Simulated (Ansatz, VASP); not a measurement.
# H2CI2 in VASP and in Ansatz

```
H C I
1.0
     0.00000    6.31333    2.34738
     3.63149    0.00000    2.34738
     3.63149    6.31333    0.00000
H C I
2 1 2
Direct
  0.73790 0.98886 0.26210
  0.98886 0.73790 0.01114
  0.99374 0.99374 0.00626
  0.38851 0.10702 0.89298
  0.10702 0.38851 0.61149
```

Alike in both runs: functional PBEsol; k mesh 6 × 6 × 6; occupations gaussian, width 0.02 eV; no spin polarisation.

Ansatz relaxed the structure, and its values are those at the end. VASP's run is a single point on that final structure, the one shown.

```csv
,VASP,Ansatz
version,VASP 6.6.1,Ansatz 0.2.0
potentials or method,"VASP PAW PBE potentials, release 64 (H, C, I), cutoff 600 eV","scalar-relativistic, plane waves, PAW"
valence electrons in the cell,20,40
```

```tsv
	VASP	Ansatz	Ansatz less VASP
gap on the k mesh at the Fermi level (eV)	2.66	2.64	-0.017
least direct gap on the mesh (eV)	2.78	2.76	-0.017
pressure (GPa)	0.0	0.0	-0.01
rms of the force components (eV/Å)	0.013	0.001	-0.0121
```

VASP's potentials were made for PBE, not for PBEsol. VASP's potentials hold 20 valence electrons a cell and Ansatz's 40, so a difference there can come from the potentials and not from the codes.

Neither program's run includes spin-orbit coupling.
